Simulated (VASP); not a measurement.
Write the native input for VASP 6.6.1 that does the following.

* Task: relaxation of cell and atoms
* Functional: PBE
* Potentials or basis: VASP PAW PBE potentials, release 64 (Hf_pv, H, F)
* Cutoff: 600 eV
* k mesh: 3 × 3 × 3
* Occupations: gaussian, width 0.15 eV
* Spin: no spin polarisation
* Dipole correction: no
* Further INCAR settings: ALGO = Normal; EDIFF = 1e-07; IBRION = 2; EDIFFG = -0.08; NSW = 36; ISIF = 3

The structure of HfH3F lies in POSCAR:

```
HfH3F
1.0
    3.5479818700      0.0000000000      0.0000000000
    0.0000000000      3.5479818700      0.0000000000
    0.0000000000      0.0000000000      3.5479818700
Hf H F
1 3 1
Direct
    0.0000000000      0.0000000000      0.0000000000
    0.5000000000      0.0000000000      0.0000000000
    0.0000000000      0.5000000000      0.0000000000
    0.0000000000      0.0000000000      0.5000000000
    0.5000000000      0.5000000000      0.5000000000
```

The cell was built from a structure type or drawn by symmetry, and may not be a known phase.

These files were run (other wordings do the same):

INCAR

```
SYSTEM = HfH3F
PREC = Accurate
ENCUT = 600
EDIFF = 1E-7
ISMEAR = 0
SIGMA = 0.15
LREAL = .FALSE.
LASPH = .TRUE.
NELM = 120
ALGO = Normal
ISIF = 3
LWAVE = .FALSE.
LCHARG = .FALSE.
GGA = PE
IBRION = 2
NSW = 36
EDIFFG = -0.08
GGA_COMPAT = .FALSE.
NELMIN = 4
```

KPOINTS

```
regular mesh
0
G
  3 3 3
  0 0 0
```

Potentials or basis: VASP PAW PBE potentials, release 64 (Hf_pv, H, F).

Launch:

```console
$ cat potpaw_PBE.64/Hf_pv/POTCAR potpaw_PBE.64/H/POTCAR potpaw_PBE.64/F/POTCAR > POTCAR
$ mpirun -np 1 vasp_std > vasp.out
```

It gave:

The relaxed volume is 10.38 Å³/atom, the relaxed cell is a = 3.730 Å, b = 3.730 Å, c = 3.730 Å, α = 90.00°, β = 90.00°, γ = 90.00° and the space group after relaxing (to 0.1 Å) is Pm-3m (No. 221). The energy gained by relaxing is 66.6 meV/atom and the ionic steps are 3. The pressure after relaxing is -0.1 GPa and the band gap on the k mesh is 2.91 eV.

Caveat: the k points lie up to 0.56 Å⁻¹ apart in the final cell; the volume moved by over 15 % at a fixed basis, so the end points are rough; spin-orbit coupling is left out, which moves the levels of the heavy elements; an odd mesh through Γ misses points on the zone boundary, where band edges can lie.

It took 11 s on 1 thread of AMD EPYC 9R45 (Zen 5), on a shared host, peak memory 0.12 GiB.
